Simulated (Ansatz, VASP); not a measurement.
**MoS2 in VASP and in Ansatz**

INCAR

```
ALGO = Normal
EDIFF = 1E-6
ENCUT = 500
GGA = PE
GGA_COMPAT = F
ISIF = 2
ISMEAR = 0
IVDW = 12
LASPH = T
LCHARG = T
LELF = T
LREAL = F
LVHAR = T
LWAVE = F
NBANDS = 20
NELM = 120
PREC = Accurate
SIGMA = 0.05
```

KPOINTS

```
k-points
0
Gamma
  12 12 4
```

File POSCAR:

```
MoS2
1.0
    3.0696848962      0.0000000000      0.0000000000
   -1.5348424481      2.6584251017      0.0000000000
    0.0000000000      0.0000000000      6.9945840045
Mo S
1 2
Direct
    0.0000000000      0.0000000000      0.0000000000
    0.3333333333      0.6666666667      0.2734172850
    0.3333333333      0.6666666667      0.7265827150
```

Input for Ansatz:

```yaml
crystal:
  lattice:
    - [3.0696848962, 0.0, 0.0]
    - [-1.5348424481, 2.6584251017, 0.0]
    - [0.0, 0.0, 6.9945840045]
  atoms:
    - { symbol: Mo, position: [0.0, 0.0, 0.0] }
    - { symbol: S, position: [0.3333333333, 0.6666666667, 0.273417285] }
    - { symbol: S, position: [0.3333333333, 0.6666666667, 0.726582715] }
basis:
  ecutwfc: 420
kpoints:
  mp_grid: { grid: [12, 12, 4] }
hamiltonian:
  xc: pbe
  dispersion: d3bj
scf:
  occupations: { method: gaussian, width: 0.05 }
output:
  forces: true
  stress: true
  eigenvalues: true
```

Alike in both runs: task single point; functional PBE; dispersion D3(BJ); k mesh 12 × 12 × 4; occupations gaussian, width 0.05 eV; no spin polarisation.

|  | VASP | Ansatz |
| --- | --- | --- |
| version | VASP 6.6.1 | Ansatz 0.2.0 |
| potentials or method | VASP PAW PBE potentials, release 64 (Mo_sv, S), cutoff 500 eV | scalar-relativistic, plane waves, PAW |
| valence electrons in the cell | 26 | 26 |

|  | VASP | Ansatz | Ansatz less VASP |
| --- | --- | --- | --- |
| gap on the k mesh at the Fermi level (eV) | 0.33 | 0.32 | -0.004 |
| least direct gap on the mesh (eV) | 0.88 | 0.88 | -0.003 |
| pressure (GPa) | -16.5 | -16.4 | +0.04 |
| traceless stress, the component that is largest in VASP (GPa) | -23.77 | -23.73 | +0.039 |
| rms of the force components (eV/Å) | 1.900 | 1.896 | -0.0032 |

Atom by atom the forces differ by 0.003 eV/Å (rms over components).
